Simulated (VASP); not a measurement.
# In (Pm-3m) in VASP: further runs

Runs on In. Level: LDA. Tasks: single point.

Program: VASP 6.6.1. These are calculated values, not measurements. Logs are shortened: lines on timing, memory, paths and dates and some standing lists are left out, and cuts for length are marked.

## 1. The cell of the first run

Symmetry: Pm-3m, No. 221, cubic system. Conventional cell: a = 2.358 Å, b = 2.358 Å, c = 2.358 Å, α = 90.00°, β = 90.00°, γ = 90.00°. In (site symmetry m-3m) has 6 In at 2.36 Å within 3.1 Å.

## 2. Single point, LDA (volume scaled by 0.5)

The input, INCAR:

```
SYSTEM = In
ALGO     = Normal         ! electronic algorithm
EDIFF    = 1E-6           ! SCF threshold, eV
ENCUT    = 520            ! plane-wave cutoff, eV
ISIF     = 2              ! what is computed and relaxed
ISMEAR   = -1             ! smearing method
LASPH    = .TRUE.         ! aspherical terms in the spheres
LCHARG   = .FALSE.        ! write CHGCAR
LREAL    = .FALSE.        ! projectors in reciprocal space
LWAVE    = .FALSE.        ! write WAVECAR
NBANDS   = 12             ! bands
NELM     = 60             ! most SCF steps
PREC     = Accurate       ! precision mode
SIGMA    = 0.05           ! smearing width, eV
```

The input, KPOINTS:

```
k-points
0
G
  14 14 14
  0 0 0
```

The input, POSCAR:

```
In
1.0
    2.3578299453      0.0000000000      0.0000000000
    0.0000000000      2.3578299453      0.0000000000
    0.0000000000      0.0000000000      2.3578299453
In
1
Direct
    0.0000000000      0.0000000000      0.0000000000
```

Potentials or basis: VASP PAW LDA potentials, release 64 (In_d).

Run with:

```console
$ cat potpaw_LDA.64/In_d/POTCAR > POTCAR
$ mpirun -np 1 vasp_std > vasp.out
```

OUTCAR:

```text
SYSTEM = In
   EDIFF = 1E-6
   ENCUT = 520
   ISIF = 2
   ISMEAR = -1
   LASPH = .TRUE.
   LREAL = .FALSE.
   NELM = 60
   PREC = Accurate

 ion  position               nearest neighbor table
   1  0.000  0.000  0.000-

  LATTYP: Found a simple cubic cell.
 ALAT       =     2.3578299453

  Lattice vectors:

 A1 = (   2.3578299453,   0.0000000000,   0.0000000000)
 A2 = (   0.0000000000,   2.3578299453,   0.0000000000)
 A3 = (   0.0000000000,   0.0000000000,   2.3578299453)

Analysis of symmetry for initial positions (statically):
=====================================================================
 Subroutine PRICEL returns:
 Original cell was already a primitive cell.

 Routine SETGRP: Setting up the symmetry group for a
 simple cubic supercell.

 Subroutine GETGRP returns: Found 48 space group operations
 (whereof 48 operations were pure point group operations)
 out of a pool of 48 trial point group operations.

The static configuration has the point symmetry O_h .

Analysis of symmetry for dynamics (positions and initial velocities):
=====================================================================
 Subroutine PRICEL returns:
 Original cell was already a primitive cell.

 Routine SETGRP: Setting up the symmetry group for a
 simple cubic supercell.

 Subroutine GETGRP returns: Found 48 space group operations
 (whereof 48 operations were pure point group operations)
 out of a pool of 48 trial point group operations.

The dynamic configuration has the point symmetry O_h .

 Subroutine INISYM returns: Found 48 space group operations
 (whereof 48 operations are pure point group operations),
 and found     1 'primitive' translations

----------------------------------------------------------------------------------------

                                     Primitive cell

  volume of cell :      13.1080

  direct lattice vectors                    reciprocal lattice vectors
     2.357829945  0.000000000  0.000000000     0.424118797  0.000000000  0.000000000
     0.000000000  2.357829945  0.000000000     0.000000000  0.424118797  0.000000000
     0.000000000  0.000000000  2.357829945     0.000000000  0.000000000  0.424118797

  length of vectors
     2.357829945  2.357829945  2.357829945     0.424118797  0.424118797  0.424118797

  position of ions in fractional coordinates (direct lattice)
     0.000000000  0.000000000  0.000000000

  ion indices of the primitive-cell ions
   primitive index   ion index
                 1           1

----------------------------------------------------------------------------------------

 KPOINTS: k-points

Automatic generation of k-mesh.
 Grid dimensions read from file:
 generate k-points for:   14   14   14

 Generating k-lattice:

  Cartesian coordinates                     Fractional coordinates (reciprocal lattice)
     0.030294200  0.000000000  0.000000000     0.071428571  0.000000000  0.000000000
     0.000000000  0.030294200  0.000000000     0.000000000  0.071428571  0.000000000
     0.000000000  0.000000000  0.030294200     0.000000000  0.000000000  0.071428571

  Length of vectors
     0.030294200  0.030294200  0.030294200

  Shift w.r.t. Gamma in fractional coordinates (k-lattice)
     0.000000000  0.000000000  0.000000000

 Subroutine IBZKPT returns following result:
 ===========================================

 Found    120 irreducible k-points:

 Following reciprocal coordinates:
            Coordinates               Weight
  0.000000  0.000000  0.000000      1.000000
  0.071429  0.000000  0.000000      6.000000
  0.142857  0.000000  0.000000      6.000000
  0.214286  0.000000  0.000000      6.000000
  0.285714  0.000000  0.000000      6.000000
  0.357143  0.000000  0.000000      6.000000
[... 16 lines left out ...]
  0.285714  0.214286  0.000000     24.000000
  0.357143  0.214286  0.000000     24.000000
 [... further k-points ...]
   k-points           NKPTS =    120   k-points in BZ     NKDIM =    120   number of bands    NBANDS=     12
   number of dos      NEDOS =    301   number of ions     NIONS =      1
   total plane-waves  NPLWV =   5832
   dimension x,y,z NGX =    18 NGY =   18 NGZ =   18
   dimension x,y,z NGXF=    36 NGYF=   36 NGZF=   36
   ions per type =               1
   NGX,Y,Z   is equivalent  to a cutoff of  12.69, 12.69, 12.69 a.u.
   NGXF,Y,Z  is equivalent  to a cutoff of  25.38, 25.38, 25.38 a.u.
 SYSTEM =  In
   PREC   = accura    normal or accurate (medium, high low for compatibility)
   ISTART =      0    job   : 0-new  1-cont  2-samecut
   ICHARG =      2    charge: 1-file 2-atom 10-const
   ISPIN  =      1    spin polarized calculation?
   LNONCOLLINEAR =      F non collinear calculations
   LSORBIT =      F    spin-orbit coupling
   LASPH  =      T    aspherical Exc in radial PAW
   ENCUT  =  520.0 eV  38.22 Ry    6.18 a.u.   4.38  4.38  4.38*2*pi/ulx,y,z
   NELM   =     60;   NELMIN=  2; NELMDL= -5     # of ELM steps
   EDIFF  = 0.1E-05   stopping-criterion for ELM
   LREAL  =      F    real-space projection
   EDIFFG = 0.1E-04   stopping-criterion for IOM
   NSW    =      0    number of steps for IOM
   IBRION =     -1    ionic relax: 0-MD 1-quasi-New 2-CG
   NFREE  =      0    steps in history (QN), initial steepest desc. (CG)
   ISIF   =      2    stress and relaxation
   ISYM   =      2    0-nonsym 1-usesym 2-fastsym
   POTIM  = 0.5000    time-step for ionic-motion
   TEBEG  =    0.0;   TEEND  =   0.0 temperature during run
   PSTRESS=    0.0 pullay stress
   NELECT =      13.0000    total number of electrons
   NUPDOWN=      -1.0000    fix difference up-down
   EMIN   =  10.00;   EMAX   =-10.00  energy-range for DOS
   EFERMI =   0.00;   METHOD = LEGACY
   ISMEAR =    -1;   SIGMA  =   0.05  broadening in eV -4-tet -1-fermi 0-gaus
   EFERMI_NEDOS =   21; number of points for ismear=-14 and -15
   IALGO  =     38    algorithm
   IMIX   =      4    mixing-type and parameters
     AMIX     =   0.40;   BMIX     =  1.00
     AMIX_MAG =   1.60;   BMIX_MAG =  1.00
  volume/ion in A,a.u.               =      13.11        88.46
  Fermi-wavevector in a.u.,A,eV,Ry     =   1.632589  3.085145 36.264235  2.665346
  Thomas-Fermi vector in A             =   2.724534
   LORBIT       =      0    0 simple, 1 ext, 2 COOP (PROOUT), +10 PAW based schemes
   GGA     = CA    functional components
   LHFCALC =     F    Hartree Fock is set to
   AEXX    =    0.0000 exact exchange contribution
   IVDW    =     0    specifies the selected vdW correction
   LEPSILON=     F    determine dielectric tensor
   LRPA    =     F    only Hartree local field effects (RPA)
 non-spin polarized calculation
  energy-cutoff  :      520.00
  volume of cell :       13.11
 maximum number of plane-waves:       365
 NGX is ok and might be reduce to    18
   NGX =  9   NGY =  9   NGZ =  9

 number of electron      13.0000009 magnetization

 Free energy of the ion-electron system (eV)
  ---------------------------------------------------
  ext. energy  EPLUGINS =         0.00000000
  ---------------------------------------------------
  free energy    TOTEN  =         0.76993987 eV

  energy without entropy =        0.77424111  energy(sigma->0) =        0.77209049

 E-fermi :  18.7015     XC(G=0): -14.2007

 val. band max:       18.6762839616   @ k =   0.3571   0.3571   0.0714
 cond. band min:      18.7182256461   @ k =   0.4286   0.2857   0.2857
 fundamental gap:      0.0419416846
 Fermi energy:        18.7014912980

 k-point     1 :       0.0000    0.0000    0.0000
  band No.  band energies     occupation
      1      -0.5192      2.00000
      2      -0.5192      2.00000
      3       2.4762      2.00000
      4       3.5339      2.00000
      5       3.5339      2.00000
      6       3.5339      2.00000
      7      29.5643      0.00000
      8      29.5643      0.00000
      9      29.5643      0.00000
     10      35.9068      0.00000
     11      35.9068      0.00000
     12      38.4039      0.00000

 k-point     2 :       0.0714    0.0000    0.0000
  band No.  band energies     occupation
      1      -0.5022      2.00000
      2      -0.4095      2.00000
      3       2.6394      2.00000
      4       3.4659      2.00000
      5       3.4659      2.00000
      6       3.5395      2.00000
      7      28.1459      0.00000
      8      29.7977      0.00000
      9      29.7977      0.00000
     10      35.6894      0.00000
     11      36.5575      0.00000
     12      39.3164      0.00000

 k-point     3 :       0.1429    0.0000    0.0000
  band No.  band energies     occupation
      1      -0.4543      2.00000
      2      -0.1189      2.00000
      3       3.1517      2.00000
      4       3.2787      2.00000
      5       3.2787      2.00000
      6       3.5553      2.00000
      7      25.4292      0.00000
      8      30.4739      0.00000
      9      30.4739      0.00000
     10      35.1005      0.00000
     11      36.8564      0.00000
     12      42.1224      0.00000
[... 286 lines left out ...]
 k-point    23 :       0.2857    0.2143    0.0000
  band No.  band energies     occupation
      1       0.1508      2.00000
      2       1.4828      2.00000
      3       1.7673      2.00000
      4       2.8012      2.00000
      5       3.1155      2.00000
      6       6.9524      2.00000
      7      20.8000      0.00000
      8      25.2908      0.00000
      9      34.1758      0.00000
     10      34.8842      0.00000
     11      37.2010      0.00000
     12      42.1477      0.00000

 k-point    24 :       0.3571    0.2143    0.0000
  band No.  band energies     occupation
      1       0.2467      2.00000
      2       1.4555      2.00000
      3       1.9022      2.00000
      4       2.5667      2.00000
      5       3.1444      2.00000
      6       8.5762      2.00000
      7      18.0674      1.99999
      8      26.4816      0.00000
      9      32.9730      0.00000
     10      35.8145      0.00000
     11      36.4291      0.00000
     12      41.6870      0.00000

 [... further k-points ...]
[... 5 lines left out ...]
  --------------------------------------------------------------------------------------
  -------------------------------------------------------------------------------------
  Total       15.7220830     15.7220830     15.7220830     -0.0000000     -0.0000000     -0.0000000
  in kB     1921.6895553   1921.6895553   1921.6895553     -0.0000000     -0.0000000     -0.0000000
  external PRESSURE =    1921.6895553 kB  Pullay stress =       0.0000000 kB

 VOLUME and BASIS-vectors are now :
 -----------------------------------------------------------------------------
  energy-cutoff  :      520.00
  volume of cell :       13.11
      direct lattice vectors                 reciprocal lattice vectors
     2.357829945  0.000000000  0.000000000     0.424118797  0.000000000  0.000000000
     0.000000000  2.357829945  0.000000000     0.000000000  0.424118797  0.000000000
     0.000000000  0.000000000  2.357829945     0.000000000  0.000000000  0.424118797

 POSITION                                       TOTAL-FORCE (eV/Angst)
 -----------------------------------------------------------------------------------
      0.00000      0.00000      0.00000         0.000000      0.000000      0.000000
 -----------------------------------------------------------------------------------
    total drift:                                0.000000      0.000000     -0.000000

  FREE ENERGIE OF THE ION-ELECTRON SYSTEM (eV)
  ---------------------------------------------------
  free  energy   TOTEN  =         0.7699398729 eV

  energy  without entropy=        0.7742411123  energy(sigma->0) =        0.77209049
```

It took 9.7 s on 1 thread of AMD EPYC 7R13 (Zen 3), shared host; peak memory 0.09 GiB.

Results:

* Free energy: 0.7699 eV
* Pressure: 192.2 GPa

Caveat: spin-orbit coupling is left out, which moves the levels of the heavy elements.

## 3. Single point, LDA (volume scaled by 0.58)

The input, INCAR:

```
PREC = Accurate ; ENCUT = 520
EDIFF = 1E-7 ; ISMEAR = -1
SIGMA = 0.05 ; LREAL = F
LASPH = T ; NELM = 80
ALGO = Normal ; ISIF = 2
LWAVE = F ; LCHARG = F
NBANDS = 12
```

The input, KPOINTS:

```
Automatic mesh
0
Gamma
  14 14 14
```

The input, POSCAR:

```
In
1.0
    2.4774133612      0.0000000000      0.0000000000
    0.0000000000      2.4774133612      0.0000000000
    0.0000000000      0.0000000000      2.4774133612
In
1
Direct
    0.0000000000      0.0000000000      0.0000000000
```

Potentials or basis: VASP PAW LDA potentials, release 64 (In_d).

Run with:

```console
$ cat potpaw_LDA.64/In_d/POTCAR > POTCAR
$ mpirun -np 1 vasp_std > vasp.out
```

It took 10 s on 1 thread of AMD EPYC 7R13 (Zen 3), shared host; peak memory 0.1 GiB.

Results (log left out):

```
Free energy : -1.1031 eV
Pressure    : 103.3 GPa
```

Levels at points of the mesh, in eV from the Fermi level:
| k point | band 5 | band 6 | band 7 | band 8 | band 9 | band 10 |
| --- | --- | --- | --- | --- | --- | --- |
| (0.00, 0.00, 0.00) | -14.74 | -14.35 | 10.33 | 10.33 | 10.33 | 15.72 |
| (0.50, 0.00, 0.00) | -14.66 | -6.98 | -5.98 | 13.79 | 16.02 | 16.32 |
| (0.50, 0.50, 0.00) | -13.95 | -1.95 | -1.95 | 1.73 | 4.51 | 18.50 |
| (0.50, 0.50, 0.50) | -13.90 | 3.36 | 3.36 | 3.36 | 6.52 | 9.94 |

Caveat: spin-orbit coupling is left out, which moves the levels of the heavy elements.

## 4. Single point, LDA (volume scaled by 0.68)

The input, INCAR:

```
PREC     = Accurate       # precision mode
ENCUT    = 520            # plane-wave cutoff, eV
EDIFF    = 1E-6           # SCF threshold, eV
ISMEAR   = -1             # smearing method
SIGMA    = 0.05           # smearing width, eV
LREAL    = F              # projectors in reciprocal space
LASPH    = T              # aspherical terms in the spheres
NELM     = 100            # most SCF steps
ALGO     = Normal         # electronic algorithm
ISIF     = 2              # what is computed and relaxed
LWAVE    = F              # write WAVECAR
LCHARG   = T              # write CHGCAR
GGA      = CA             # functional
LELF     = T              # ELF
LVHAR    = T            
NBANDS   = 12             # bands
```

KPOINTS is that of step 3.

The input, POSCAR:

```
In
1.0
    2.6123144249      0.0000000000      0.0000000000
    0.0000000000      2.6123144249      0.0000000000
    0.0000000000      0.0000000000      2.6123144249
In
1
Direct
    0.0000000000      0.0000000000      0.0000000000
```

Run with:

```console
$ cat potpaw_LDA.64/In_d/POTCAR > POTCAR
$ mpirun -np 1 vasp_std > vasp.out
```

Wall time 12 s (1 thread of AMD EPYC 7R13 (Zen 3), shared host); peak memory 0.1 GiB.

The run converged. Its results:

```yaml
Free_energy: -2.2905 eV
Pressure: 48.3 GPa
```

Levels at points of the mesh, in eV from the Fermi level:
```tsv
k point	band 3	band 4	band 5	band 6	band 7	band 8	band 9	band 10
(0.00, 0.00, 0.00)	-14.44	-14.44	-14.44	-12.66	9.61	9.61	9.61	14.21
(0.50, 0.00, 0.00)	-15.08	-15.08	-14.39	-5.92	-5.81	13.82	14.76	14.76
(0.50, 0.50, 0.00)	-14.98	-14.98	-13.87	-1.50	-1.50	0.60	4.36	17.89
(0.50, 0.50, 0.50)	-15.96	-13.83	-13.83	2.96	2.96	2.96	7.12	9.07
```

Caveat: spin-orbit coupling is left out, which moves the levels of the heavy elements.

## 5. Single point, LDA (volume scaled by 0.68)

The input, INCAR:

```
SYSTEM = In
PREC = Accurate
ENCUT = 520
EDIFF = 1E-7
ISMEAR = -1
SIGMA = 0.05
LREAL = .FALSE.
LASPH = .TRUE.
NELM = 60
ALGO = Normal
ISIF = 2
LWAVE = .FALSE.
LCHARG = .FALSE.
NBANDS = 12
```

The input, KPOINTS:

```
regular mesh
0
G
  14 14 14
  0 0 0
```

POSCAR is that of step 4.

Run with:

```console
$ cat potpaw_LDA.64/In_d/POTCAR > POTCAR
$ mpirun -np 1 vasp_std > vasp.out
```

Wall time 12 s (1 thread of AMD EPYC 7R13 (Zen 3), shared host); peak memory 0.1 GiB.

Results (log left out):

```
Free energy : -2.2905 eV
Pressure    : 48.3 GPa
```

Levels at points of the mesh, in eV from the Fermi level:
```
           k point  band 3  band 4  band 5  band 6  band 7  band 8  band 9  band 10
(0.00, 0.00, 0.00)  -14.44  -14.44  -14.44  -12.66    9.61    9.61    9.61    14.21
(0.50, 0.00, 0.00)  -15.08  -15.08  -14.39   -5.92   -5.81   13.82   14.76    14.76
(0.50, 0.50, 0.00)  -14.98  -14.98  -13.87   -1.50   -1.50    0.60    4.36    17.89
(0.50, 0.50, 0.50)  -15.96  -13.83  -13.83    2.96    2.96    2.96    7.12     9.07
```

Caveat: spin-orbit coupling is left out, which moves the levels of the heavy elements.

[end of part 1 of 2]
